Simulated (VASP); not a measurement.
## HfO2: single point with PBEsol

The system is HfO2.

```
CELL_PARAMETERS angstrom
5.11800 0.00000 0.00000
0.00000 5.18570 0.00000
-0.85866 0.00000 5.21387
ATOMIC_POSITIONS crystal
Hf 0.27550 0.46030 0.70800
Hf 0.72450 0.96030 0.79200
Hf 0.72450 0.53970 0.29200
Hf 0.27550 0.03970 0.20800
O 0.07420 0.16840 0.84670
O 0.92580 0.66840 0.65330
O 0.92580 0.83160 0.15330
O 0.07420 0.33160 0.34670
O 0.44870 0.74190 0.98010
O 0.55130 0.24190 0.51990
O 0.55130 0.25810 0.01990
O 0.44870 0.75810 0.48010
```

```json
{"Program": "VASP 6.6.1", "Task": "single point", "Functional": "PBEsol", "Potentials or basis": "VASP PAW PBE potentials, release 64 (Hf_pv, O)", "Cutoff": "520 eV", "k mesh": "5 × 5 × 5", "Occupations": "fermi-dirac, width 0.05 eV", "Spin": "no spin polarisation", "Dipole correction": "no", "Further INCAR settings": "ALGO = Normal; EDIFF = 1e-06; NBANDS = 56"}
```

```
Pressure               : -4.6 GPa
Largest force          : 0.432 eV/Å
Band gap on the k mesh : 4.06 eV (least direct gap 4.13 eV)
```

Forces in eV/Å, atoms in the order of the input:
```
Hf   0.160 -0.070 -0.010
Hf  -0.160 -0.070  0.010
Hf  -0.160  0.070  0.010
Hf   0.160  0.070 -0.010
O   -0.383 -0.192 -0.053
O    0.383 -0.192  0.053
O    0.383  0.192  0.053
O   -0.383  0.192 -0.053
O   -0.038  0.036 -0.078
O    0.038  0.036  0.078
O    0.038 -0.036  0.078
O   -0.038 -0.036 -0.078
```

Stress tensor (GPa, compression positive):
```
-4.56  0.00 -0.16
 0.00 -5.25  0.00
-0.16  0.00 -4.00
```

Levels at points of the mesh, in eV from the valence-band top:
| k point | band 42 | band 43 | band 44 | band 45 | band 46 | band 47 |
| --- | --- | --- | --- | --- | --- | --- |
| (0.00, 0.00, 0.00) | -0.52 | -0.17 | 0.00 | 4.44 | 5.02 | 5.20 |

Run time: 4.7 min on 1 thread of Intel(R) Xeon(R) Platinum 8259CL CPU @ 2.50GHz (Skylake/Cascade Lake), with other jobs on the host, peak memory 0.36 GiB.

Caveat: the cell stands under tension; the PAW data sets were made with another functional, which shifts forces and pressure a little; spin-orbit coupling is left out, which moves the levels of the heavy elements; an odd mesh through Γ misses points on the zone boundary, where band edges can lie.
